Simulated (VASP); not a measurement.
The system is Ni2Sb2Pd.

```xyz
5
Lattice="0.0000 4.1923 0.0000 4.1923 0.0000 0.0000 2.0962 2.0962 -5.1246" Properties=species:S:1:pos:R:3 pbc="T T T"
Pd    0.0000    0.0000    0.0000
Sb    2.0962    2.0962   -1.2012
Sb    4.1923    4.1923   -3.9234
Ni    2.0962    4.1923   -2.5623
Ni    4.1923    2.0962   -2.5623
```

Base run:

```yaml
Program: VASP 6.6.1
Functional: PBE
Potentials_or_basis: VASP PAW PBE potentials, release 64 (Pd, Sb, Ni)
Cutoff: 520 eV
k_mesh: 5 × 5 × 5
Occupations: gaussian, width 0.0666 eV
Spin: no spin polarisation
```

Its results: band gap on the k mesh zero (bands 20 and 21 overlap by 0.54 eV); pressure 6.3 GPa; largest force 4.826 eV/Å.

Q: The run is repeated on the same cell with these changes: functional from PBE to PBEsol. What comes out?

A: Band gap on the k mesh zero (bands 20 and 21 overlap by 0.54 eV); pressure 1.0 GPa; largest force 4.865 eV/Å.

PBEsol binds more tightly than PBE, so the same cell stands under less pressure.

Caveats: spin-orbit coupling is left out, which moves the levels of the heavy elements; the stress differs along the axes, from -2 to 22 GPa (at least some runs); forces of over 1 eV/Å act on the atoms, so gaps and moduli don't describe the material at rest (at least some runs); the stress differs along the axes, from -7 to 17 GPa (at least some runs); the PAW data sets were made with another functional, which shifts forces and pressure a little (at least some runs).
